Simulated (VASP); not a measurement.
# PbS: relaxation of cell and atoms with PBE

PbS:

```
Pb S
1.0
    -1.78096    1.78096    3.06813
     1.78096   -1.78096    3.06813
     1.78096    1.78096   -3.06813
Pb S
1 1
Direct
  0.29191 0.29191 0.00000
  0.70809 0.70809 0.00000
```

```yaml
Program: VASP 6.6.1
Task: relaxation of cell and atoms
Functional: PBE
Potentials_or_basis: VASP PAW PBE potentials, release 64 (Pb_d, S)
Cutoff: 600 eV
k_mesh: 6 × 6 × 6
Occupations: gaussian, width 0.1 eV
Spin: no spin polarisation
Dipole_correction: no
Further_INCAR_settings: ALGO = Normal; EDIFF = 1e-07; IBRION = 2; EDIFFG = -0.04; NSW = 90; ISIF = 3
```

The relaxed volume is 27.21 Å³/atom, the relaxed cell is a = 4.262 Å, b = 4.262 Å, c = 4.262 Å, α = 120.36°, β = 120.36°, γ = 89.37° and the space group after relaxing (to 0.05 Å) is I4mm (No. 107). The energy gained by relaxing is 1047.0 meV/atom, the ionic steps are 15 and the pressure after relaxing is 0.1 GPa. The largest force after relaxing is 0.028 eV/Å and the band gap on the k mesh is 0.69 eV, direct.

Forces in eV/Å, atoms in the order of the input:
```
Pb   0.000  0.000 -0.028
S    0.000  0.000  0.028
```

Stress tensor (GPa, compression positive):
```
 0.17  0.00  0.00
 0.00  0.17  0.00
 0.00  0.00 -0.15
```

The path:
| step | energy change (eV) | largest force (eV/Å) | pressure (GPa) | volume (Å³) |
| --- | --- | --- | --- | --- |
| 1 | 0.0000 | 0.1607 | 45.15 | 38.93 |
| 2 | -1.3892 | 0.4523 | -7.56 | 78.24 |
| 3 | -2.0300 | 0.1316 | -0.22 | 57.85 |
| 4 | -2.0295 | 0.1196 | -0.57 | 58.28 |
| 5 | -2.0360 | 0.1739 | -0.46 | 57.98 |
| 6 | -2.0456 | 0.3450 | -0.06 | 57.13 |
| 7 | -2.0510 | 0.3170 | -0.08 | 56.93 |
| 8 | -2.0650 | 0.2469 | -0.09 | 56.35 |
| 9 | -2.0838 | 0.1555 | 0.08 | 55.18 |
| 10 | -2.0708 | 0.0619 | 1.70 | 52.80 |
| 11 | -2.0878 | 0.1389 | 0.38 | 54.48 |
| 12 | -2.0883 | 0.1231 | 0.57 | 54.09 |
| 13 | -2.0928 | 0.0073 | -0.51 | 55.04 |
| 14 | -2.0935 | 0.0334 | -0.24 | 54.77 |
| 15 | -2.0939 | 0.0284 | 0.06 | 54.42 |

Final structure:
```
Pb S
1.0
    -2.11911    2.11911    3.02982
     2.11911   -2.11911    3.02982
     2.11911    2.11911   -3.02982
Pb S
1 1
Direct
  0.26297 0.26297 0.00000
  0.73703 0.73703 0.00000
```

Levels at points of the mesh, in eV from the valence-band top:
```csv
k point,band 6,band 7,band 8,band 9,band 10,band 11,band 12,band 13,band 14
"(0.00, 0.00, 0.00)",-13.13,-5.97,-1.86,-1.86,-1.83,5.09,5.12,5.12,7.15
"(0.50, 0.00, 0.00)",-11.99,-8.47,-1.59,-1.49,0.00,0.69,2.23,2.26,8.67
"(0.50, 0.50, 0.00)",-11.62,-7.03,-4.73,-3.09,-3.00,3.92,5.59,5.59,5.97
"(0.50, 0.50, 0.50)",-11.64,-7.12,-4.57,-3.04,-3.04,4.20,5.51,5.70,5.70
```

Run time: 2.2 min on 1 thread of AMD EPYC 9R45 96-Core Processor (Zen 5), with other jobs on the host, peak memory 0.17 GiB.

Caveat: the volume moved by over 15 % at a fixed basis, so the end points are rough; spin-orbit coupling is left out, which moves the levels of the heavy elements. A k mesh can miss the band edges.
